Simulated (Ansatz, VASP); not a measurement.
# Two plane-wave programs on RePbF6

Contents of INCAR:

```
PREC = Accurate
ENCUT = 520
EDIFF = 1E-7
ISMEAR = 0
SIGMA = 0.1
LREAL = False
LASPH = True
NELM = 150
ALGO = Normal
ISIF = 2
LWAVE = False
LCHARG = False
ISPIN = 2
MAGMOM = 1 0 0 0 0 0 0 0
LORBIT = 11
LMAXMIX = 4
GGA = PE
NBANDS = 46
```

KPOINTS

```
regular mesh
0
Gamma
  4 4 4
```

File POSCAR:

```
RePbF6
1.0
    4.9064513600      0.0000000000      0.0000000000
    0.0000000000      4.9064513600      0.0000000000
    0.0000000000      0.0000000000      4.9064513600
Re Pb F
1 1 6
Direct
    0.5000000000      0.5000000000      0.5000000000
    0.0000000000      0.0000000000      0.0000000000
    0.0000000000      0.5000000000      0.7421889900
    0.5000000000      0.2578110100      0.0000000000
    0.7421889900      0.0000000000      0.5000000000
    0.0000000000      0.5000000000      0.2578110100
    0.5000000000      0.7421889900      0.0000000000
    0.2578110100      0.0000000000      0.5000000000
```

Input for Ansatz:

```yaml
crystal:
  lattice:
    - [4.90645136, 0.0, 0.0]
    - [0.0, 4.90645136, 0.0]
    - [0.0, 0.0, 4.90645136]
  atoms:
    - { symbol: Re, position: [0.5, 0.5, 0.5], spin: 1.0 }
    - { symbol: Pb, position: [0.0, 0.0, 0.0] }
    - { symbol: F, position: [0.0, 0.5, 0.74218899] }
    - { symbol: F, position: [0.5, 0.25781101, 0.0] }
    - { symbol: F, position: [0.74218899, 0.0, 0.5] }
    - { symbol: F, position: [0.0, 0.5, 0.25781101] }
    - { symbol: F, position: [0.5, 0.74218899, 0.0] }
    - { symbol: F, position: [0.25781101, 0.0, 0.5] }
basis:
  ecutwfc: 420
kpoints:
  mp_grid: { grid: [4, 4, 4] }
hamiltonian:
  xc: pbe
scf:
  occupations: { method: gaussian, width: 0.1 }
  lower_state_search: "off"
output:
  forces: true
  stress: true
  eigenvalues: true
  populations: true
magnetization:
  spin_polarized: true
```

Change from the starting cell: species swapped into the Nb6SnGe type (Pm-3, No. 200).

Alike in both runs: task single point; functional PBE; k mesh 4 × 4 × 4; occupations gaussian, width 0.1 eV; collinear spin.

|  | VASP | Ansatz |
| --- | --- | --- |
| version | VASP 6.6.1 | Ansatz 0.2.0 |
| potentials or method | VASP PAW PBE potentials, release 64 (Re, Pb_d, F), cutoff 520 eV | scalar-relativistic, plane waves, PAW |
| valence electrons in the cell | 63 | 71 |

|  | VASP | Ansatz | Ansatz less VASP |
| --- | --- | --- | --- |
| gap on the k mesh at the Fermi level (eV) | none | none | - |
| pressure (GPa) | -14.6 | -14.6 | 0.00 |
| rms of the force components (eV/Å) | 0.130 | 0.137 | +0.0069 |
| net moment per atom (μB) | 0.38 | 0.38 | 0.000 |
| size of the moment on the site where the two differ most (μB) | 3.42 | 3.04 | -0.374 |

Site moments also hang on the region over which each program counts them. Atom by atom the forces differ by 0.007 eV/Å (rms over components). A gap of «none» marks a metal or a gap that the smearing closes. VASP's potentials hold 63 valence electrons a cell and Ansatz's 71, so a difference there can come from the potentials and not from the codes.

Spin-orbit coupling is off throughout.
